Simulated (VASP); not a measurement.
A run of VASP 6.6.1 is set up as follows.

Contents of INCAR:

```
SYSTEM = Al2Cu
PREC = Accurate
ENCUT = 520
EDIFF = 1E-7
ISMEAR = 0
SIGMA = 0.15
LREAL = .False.
LASPH = .True.
NELM = 100
ALGO = Fast
ISIF = 2
LWAVE = .False.
LCHARG = .False.
GGA = PS
NBANDS = 26
```

KPOINTS

```
Automatic mesh
0
Gamma
  10 10 10
  0 0 0
```

The input POSCAR:

```
Al2Cu
1.0
   -2.9965086402      2.9965086402      2.4379500000
    2.9965086402     -2.9965086402      2.4379500000
    2.9965086402      2.9965086402     -2.4379500000
Al Cu
4 2
Direct
    0.1593210787      0.6593210787      0.8186421574
    0.6593210787      0.8406789213      0.5000000000
    0.8406789213      0.3406789213      0.1813578426
    0.3406789213      0.1593210787      0.5000000000
    0.7500000000      0.7500000000      0.0000000000
    0.2500000000      0.2500000000      0.0000000000
```

Potentials or basis: VASP PAW PBE potentials, release 64 (Al, Cu).

Run with:

```sh
$ cat potpaw_PBE.64/Al/POTCAR potpaw_PBE.64/Cu/POTCAR > POTCAR
$ mpirun -np 1 vasp_std > vasp.out
```

Q: Estimate the largest force.

A: 0.031 eV/Å.

Q: What does it give for the band gap on the k mesh?

A: Zero (bands 17 and 18 overlap by 4.29 eV).

Q: Predict the pressure.

A: -0.8 GPa.

Stress tensor (GPa, compression positive):
```
-0.33  0.00  0.00
 0.00 -0.33  0.00
 0.00  0.00 -1.74
```

Caveat: the PAW data sets were made with another functional, which shifts forces and pressure a little.
